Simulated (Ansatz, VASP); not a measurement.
One calculation of Au, two programs

```
CELL_PARAMETERS angstrom
2.84404 0.00000 0.00000
-1.42202 2.46301 0.00000
0.00000 0.00000 4.76778
ATOMIC_POSITIONS crystal
Au 0.18866 0.66667 0.75000
Au 0.81134 0.33333 0.25000
```

Change from the starting cell: mode 4 frozen in at -0.422 Å, equal normal strain along x, y and z -0.0250.

Alike in both runs: task single point; functional PBE; k mesh 18 × 18 × 10; occupations gaussian, width 0.15 eV; no spin polarisation.

|  | VASP | Ansatz |
| --- | --- | --- |
| version | VASP 6.6.1 | Ansatz 0.2.0 |
| potentials or method | VASP PAW PBE potentials, release 64 (Au), cutoff 500 eV | scalar-relativistic, plane waves, PAW |
| valence electrons in the cell | 22 | 38 |

|  | VASP | Ansatz | Ansatz less VASP |
| --- | --- | --- | --- |
| gap on the k mesh at the Fermi level (eV) | none | none | - |
| pressure (GPa) | 18.8 | 19.2 | +0.37 |
| traceless stress, the component that is largest in VASP (GPa) | 12.84 | 12.93 | +0.088 |
| rms of the force components (eV/Å) | 0.613 | 0.616 | +0.0036 |

Atom by atom the forces differ by 0.004 eV/Å (rms over components). A gap of «none» marks a metal or a gap that the smearing closes. With one functional, cell and mesh, what is left measures potentials, basis and numerics. VASP's potentials hold 22 valence electrons a cell and Ansatz's 38, so a difference there can come from the potentials and not from the codes.

Spin-orbit coupling is off throughout.
